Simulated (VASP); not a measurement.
# Hf3O7 in VASP: single point with PBEsol

Aim: the single point of Hf3O7 with PBEsol.

Program: VASP 6.6.1. These are calculated values, not measurements. Logs are shortened: lines on timing, memory, paths and dates and some standing lists are left out, and cuts for length are marked.

### 1 The cell of the first run

The cell holds a slab with vacuum, 10 atoms: a = 3.567 Å, b = 3.567 Å, c = 26.280 Å, α = 90.00°, β = 90.00°, γ = 120.00°.

### 2 Single point, PBEsol, collinear spin

Contents of INCAR:

```
SYSTEM = Hf3O7
ALGO     = Normal         ! electronic algorithm
DIPOL    = 0.5 0.5 0.476
EDIFF    = 1E-6           ! SCF threshold, eV
ENCUT    = 520            ! plane-wave cutoff, eV
GGA      = PS             ! functional
IDIPOL   = 3            
ISIF     = 2              ! what is computed and relaxed
ISMEAR   = 0              ! smearing method
ISPIN    = 2              ! spin polarisation
LASPH    = .TRUE.         ! aspherical terms in the spheres
LCHARG   = .FALSE.        ! write CHGCAR
LDIPOL   = .TRUE.       
LMAXMIX  = 4              ! l up to which the mixer works
LORBIT   = 11             ! projections on sites
LREAL    = .FALSE.        ! projectors in reciprocal space
LWAVE    = .FALSE.        ! write WAVECAR
MAGMOM   = 0 0 0 0 0 0 2 0 0 0 ! initial moments
NBANDS   = 51             ! bands
NELM     = 150            ! most SCF steps
PREC     = Accurate       ! precision mode
SIGMA    = 0.05           ! smearing width, eV
```

Contents of KPOINTS:

```
k-points
0
G
  9 9 1
  0 0 0
```

Contents of POSCAR:

```
Hf3O7
1.0
    3.5665804208      0.0000000000      0.0000000000
   -1.7832902104      3.0887492490      0.0000000000
    0.0000000000      0.0000000000     26.2802517979
O Hf
7 3
Direct
    0.0000000000      0.0000000000      0.3234367793
    0.3333333333      0.6666666667      0.3788415133
    0.6666666667      0.3333333333      0.4342462473
    0.0000000000      0.0000000000      0.4894912104
    0.3333333333      0.6666666667      0.5431634261
    0.6666666667      0.3333333333      0.5764670708
    0.6666666667      0.3333333333      0.6315196270
    0.6666666667      0.3333333333      0.3511391462
    0.3333333333      0.6666666667      0.4615256461
    0.0000000000      0.0000000000      0.5716168985
```

Potentials or basis: VASP PAW PBE potentials, release 64 (O, Hf_pv).

The run is started by

```console
$ cat potpaw_PBE.64/O/POTCAR potpaw_PBE.64/Hf_pv/POTCAR > POTCAR
$ mpirun -np 1 vasp_std > vasp.out
```

OUTCAR:

```text
SYSTEM = Hf3O7
   EDIFF = 1E-6
   ENCUT = 520
   GGA = PS
   ISIF = 2
   ISMEAR = 0
   ISPIN = 2
   LASPH = .TRUE.
   LORBIT = 11
   LREAL = .FALSE.
   NELM = 150
   PREC = Accurate

 ion  position               nearest neighbor table
   1  0.000  0.000  0.323-   8 2.18   8 2.18   8 2.18
   2  0.333  0.667  0.379-   9 2.17   8 2.18   8 2.18   8 2.18
   3  0.667  0.333  0.434-   9 2.18   9 2.18   9 2.18   8 2.18
   4  0.000  0.000  0.489-  10 2.16   9 2.19   9 2.19   9 2.19
   5  0.333  0.667  0.543-   9 2.15  10 2.19  10 2.19  10 2.19
   6  0.667  0.333  0.576-   7 1.45  10 2.06  10 2.06  10 2.06
   7  0.667  0.333  0.632-   6 1.45  10 2.59  10 2.59  10 2.59
   8  0.667  0.333  0.351-   1 2.18   1 2.18   1 2.18   2 2.18   2 2.18   2 2.18   3 2.18   9 3.56
                             9 3.56   9 3.56
   9  0.333  0.667  0.462-   5 2.15   2 2.17   3 2.18   3 2.18   3 2.18   4 2.19   4 2.19   4 2.19
                            10 3.55  10 3.55  10 3.55   8 3.56   8 3.56   8 3.56
  10  0.000  0.000  0.572-   6 2.06   6 2.06   6 2.06   4 2.16   5 2.19   5 2.19   5 2.19   7 2.59
                             7 2.59   7 2.59   9 3.55   9 3.55   9 3.55

  LATTYP: Found a hexagonal cell.
 ALAT       =     3.5665804208
 C/A-ratio  =     7.3684730743

  Lattice vectors:

 A1 = (   3.5665804208,   0.0000000000,   0.0000000000)
 A2 = (  -1.7832902104,   3.0887492490,   0.0000000000)
 A3 = (   0.0000000000,   0.0000000000,  26.2802517979)

Analysis of symmetry for initial positions (statically):
=====================================================================
 Subroutine PRICEL returns:
 Original cell was already a primitive cell.

 Routine SETGRP: Setting up the symmetry group for a
 hexagonal supercell.

 Subroutine GETGRP returns: Found  6 space group operations
 (whereof  6 operations were pure point group operations)
 out of a pool of 24 trial point group operations.

The static configuration has the point symmetry C_3v.

Analysis of symmetry for dynamics (positions and initial velocities):
=====================================================================
 Subroutine PRICEL returns:
 Original cell was already a primitive cell.

 Routine SETGRP: Setting up the symmetry group for a
 hexagonal supercell.

 Subroutine GETGRP returns: Found  6 space group operations
 (whereof  6 operations were pure point group operations)
 out of a pool of 24 trial point group operations.

The dynamic configuration has the point symmetry C_3v.

Analysis of structural, dynamic, and magnetic symmetry:
=====================================================================
 Subroutine PRICEL returns:
 Original cell was already a primitive cell.

 Routine SETGRP: Setting up the symmetry group for a
 hexagonal supercell.

 Subroutine GETGRP returns: Found  6 space group operations
 (whereof  6 operations were pure point group operations)
 out of a pool of 24 trial point group operations.

The overall configuration has the point symmetry C_3v.

 Subroutine INISYM returns: Found  6 space group operations
 (whereof  6 operations are pure point group operations),
 and found     1 'primitive' translations

----------------------------------------------------------------------------------------

                                     Primitive cell

  volume of cell :     289.5104

  direct lattice vectors                    reciprocal lattice vectors
     3.566580421  0.000000000  0.000000000     0.280380612  0.161877822  0.000000000
    -1.783290210  3.088749249  0.000000000     0.000000000  0.323755643  0.000000000
     0.000000000  0.000000000 26.280251798     0.000000000  0.000000000  0.038051386

  length of vectors
     3.566580421  3.566580421 26.280251798     0.323755643  0.323755643  0.038051386

  position of ions in fractional coordinates (direct lattice)
     0.000000000  0.000000000  0.323436779
     0.333333333  0.666666667  0.378841513
     0.666666667  0.333333333  0.434246247
     0.000000000  0.000000000  0.489491210
     0.333333333  0.666666667  0.543163426
     0.666666667  0.333333333  0.576467071
[... 73 lines left out ...]
   LASPH  =      T    aspherical Exc in radial PAW
   ENCUT  =  520.0 eV  38.22 Ry    6.18 a.u.   6.63  6.63 48.86*2*pi/ulx,y,z
   NELM   =    150;   NELMIN=  2; NELMDL= -5     # of ELM steps
   EDIFF  = 0.1E-05   stopping-criterion for ELM
   LREAL  =      F    real-space projection
   EDIFFG = 0.1E-04   stopping-criterion for IOM
   NSW    =      0    number of steps for IOM
   IBRION =     -1    ionic relax: 0-MD 1-quasi-New 2-CG
   NFREE  =      0    steps in history (QN), initial steepest desc. (CG)
   ISIF   =      2    stress and relaxation
   ISYM   =      2    0-nonsym 1-usesym 2-fastsym
   POTIM  = 0.5000    time-step for ionic-motion
   TEBEG  =    0.0;   TEEND  =   0.0 temperature during run
   PSTRESS=    0.0 pullay stress
   NELECT =      72.0000    total number of electrons
   NUPDOWN=      -1.0000    fix difference up-down
   EMIN   =  10.00;   EMAX   =-10.00  energy-range for DOS
   EFERMI =   0.00;   METHOD = LEGACY
   ISMEAR =     0;   SIGMA  =   0.05  broadening in eV -4-tet -1-fermi 0-gaus
   EFERMI_NEDOS =   21; number of points for ismear=-14 and -15
   IALGO  =     38    algorithm
   IMIX   =      4    mixing-type and parameters
     AMIX     =   0.40;   BMIX     =  1.00
     AMIX_MAG =   1.60;   BMIX_MAG =  1.00
  volume/ion in A,a.u.               =      28.95       195.37
  Fermi-wavevector in a.u.,A,eV,Ry     =   1.029511  1.945493 14.420714  1.059893
  Thomas-Fermi vector in A             =   2.163562
   LORBIT       =     11    0 simple, 1 ext, 2 COOP (PROOUT), +10 PAW based schemes
   GGA     = PS    functional components
   LHFCALC =     F    Hartree Fock is set to
   AEXX    =    0.0000 exact exchange contribution
   IVDW    =     0    specifies the selected vdW correction
   LEPSILON=     F    determine dielectric tensor
   LRPA    =     F    only Hartree local field effects (RPA)
 spin polarized calculation
 Gauss-broadening in eV      SIGMA  =   0.05
  energy-cutoff  :      520.00
  volume of cell :      289.51
 maximum number of plane-waves:      7861
 NGX is ok and might be reduce to    28
   NGX = 13   NGY = 13   NGZ = 97

 dipolmoment           0.000000      0.000000     -0.010310 electrons x Angstroem

 number of electron      71.9999993 magnetization       0.0000035

 dipolmoment           0.000000      0.000000      0.060568 electrons x Angstroem

 Free energy of the ion-electron system (eV)
  ---------------------------------------------------
  ext. energy  EPLUGINS =         0.00000000
  ---------------------------------------------------
  free energy    TOTEN  =       -96.36040743 eV

  energy without entropy =      -96.36040743  energy(sigma->0) =      -96.36040743

 E-fermi :  -2.4860     XC(G=0):  -4.8502

 val. band max:       -2.7200991418   @ k =   0.3333   0.3333   0.0000
 cond. band min:       0.7712269435   @ k =   0.4444  -0.0000   0.0000
 fundamental gap:      3.4913260853
 Fermi energy:        -2.4859893536

 spin component 1

 k-point     1 :       0.0000    0.0000    0.0000
  band No.  band energies     occupation
      1     -32.9744      1.00000
      2     -32.8444      1.00000
      3     -32.7006      1.00000
      4     -32.7006      1.00000
      5     -32.5518      1.00000
      6     -32.4641      1.00000
[... 601 lines left out ...]
     47       4.3844      0.00000
     48       4.6964      0.00000
 Fermi energy:        -2.4859893536

 spin component 2

 k-point     1 :       0.0000    0.0000    0.0000
  band No.  band energies     occupation
      1     -32.9744      1.00000
      2     -32.8444      1.00000
      3     -32.7006      1.00000
      4     -32.7006      1.00000
      5     -32.5518      1.00000
      6     -32.4641      1.00000
[... 601 lines left out ...]
     47       4.3844      0.00000
     48       4.6964      0.00000
 [bands above 48 left out]

------------------------ aborting loop because EDIFF is reached ----------------------------------------

 vacuum level on the upper side and lower side of the slab       (xc-potential included)         0.487        -0.487

  FORCE on cell =-STRESS in cart. coord.  units (eV):
  Direction    XX          YY          ZZ          XY          YZ          ZX
  --------------------------------------------------------------------------------------
  -------------------------------------------------------------------------------------
  Total        0.2911531      0.2911531     -1.9957021      0.0000000      0.0000000      0.0000000
  in kB        1.6112682      1.6112682    -11.0443991      0.0000000      0.0000000      0.0000000
  external PRESSURE =      -2.6072875 kB  Pullay stress =       0.0000000 kB

 VOLUME and BASIS-vectors are now :
 -----------------------------------------------------------------------------
  energy-cutoff  :      520.00
  volume of cell :      289.51
      direct lattice vectors                 reciprocal lattice vectors
     3.566580421  0.000000000  0.000000000     0.280380612  0.161877822  0.000000000
    -1.783290210  3.088749249  0.000000000     0.000000000  0.323755643  0.000000000
     0.000000000  0.000000000 26.280251798     0.000000000  0.000000000  0.038051386

 POSITION                                       TOTAL-FORCE (eV/Angst)
 -----------------------------------------------------------------------------------
      0.00000      0.00000      8.50000         0.000000     -0.000000     -0.512809
     -0.00000      2.05917      9.95605        -0.000000      0.000000      0.204973
      1.78329      1.02958     11.41210        -0.000000      0.000000     -0.567237
      0.00000      0.00000     12.86395         0.000000      0.000000      0.006755
     -0.00000      2.05917     14.27447         0.000000     -0.000000      0.001299
      1.78329      1.02958     15.14970         0.000000     -0.000000     -0.281065
      1.78329      1.02958     16.59649         0.000000     -0.000000      0.249111
      1.78329      1.02958      9.22803        -0.000000     -0.000000      1.109197
     -0.00000      2.05917     12.12901         0.000000     -0.000000      0.028368
      0.00000      0.00000     15.02224        -0.000000     -0.000000     -0.238593
 -----------------------------------------------------------------------------------
    total drift:                                0.000000      0.000000     -0.000888

  FREE ENERGIE OF THE ION-ELECTRON SYSTEM (eV)
  ---------------------------------------------------
  free  energy   TOTEN  =       -96.3604074331 eV

  energy  without entropy=      -96.3604074331  energy(sigma->0) =      -96.36040743

 vacuum level on the upper side and lower side of the slab         4.487         3.466

 total charge

# of ion       s       p       d       tot
------------------------------------------
    1        1.552   3.457   0.000   5.009
    2        1.557   3.541   0.000   5.098
    3        1.557   3.535   0.000   5.092
    4        1.558   3.538   0.000   5.096
    5        1.564   3.552   0.000   5.117
    6        1.595   3.524   0.000   5.119
    7        1.601   3.240   0.000   4.841
    8        0.293   6.539   1.361   8.192
    9        0.302   6.612   1.421   8.335
   10        0.288   6.587   1.570   8.446
--------------------------------------------------
tot         11.867  44.126   4.352  60.345

 magnetization (x)

# of ion       s       p       d       tot
------------------------------------------
    1       -0.000  -0.000   0.000  -0.000
    2        0.000  -0.000   0.000  -0.000
    3        0.000  -0.000   0.000  -0.000
    4       -0.000  -0.000   0.000  -0.000
    5       -0.000  -0.000   0.000  -0.000
    6        0.000  -0.000   0.000  -0.000
    7        0.000  -0.000   0.000  -0.000
    8       -0.000   0.000   0.000   0.000
    9       -0.000   0.000   0.000   0.000
   10        0.000   0.000   0.000   0.000
--------------------------------------------------
tot         -0.000  -0.000   0.000  -0.000
```

It took 15 min on 1 thread of Intel Xeon Platinum 8259CL at 2.50GHz (Skylake/Cascade Lake), shared host; peak memory 0.63 GiB.

Results:

| Quantity | Value |
| --- | --- |
| Free energy | -96.3604 eV |
| Largest force | 1.109 eV/Å |
| Band gap on the k mesh | 3.49 eV (least direct gap 3.78 eV) |
| Net moment | 0.00 μB per cell |
| Valence electrons inside the program's atomic spheres | O 5.01, 5.10, 5.09, 5.12, 4.84 (each value once); Hf 8.19, 8.34, 8.45 |

Forces on the atoms (eV/Å):
```
O    0.000  0.000 -0.513
O    0.000  0.000  0.205
O    0.000  0.000 -0.567
O    0.000  0.000  0.007
O    0.000  0.000  0.001
O    0.000  0.000 -0.281
O    0.000  0.000  0.249
Hf   0.000  0.000  1.109
Hf   0.000  0.000  0.028
Hf   0.000  0.000 -0.239
```

Levels at points of the mesh, in eV from the valence-band top:
Spin up:
```
           k point  band 34  band 35  band 36  band 37  band 38  band 39
(0.00, 0.00, 0.00)    -0.86    -0.11    -0.11     4.01     4.01     4.20
```
Spin down:
```csv
k point,band 33,band 34,band 35,band 36,band 37,band 38,band 39,band 40
"(0.00, 0.00, 0.00)",-0.86,-0.86,-0.11,-0.11,4.01,4.01,4.20,4.33
```

Caveat: the PAW data sets were made with another functional, which shifts forces and pressure a little; spin-orbit coupling is left out, which moves the levels of the heavy elements.
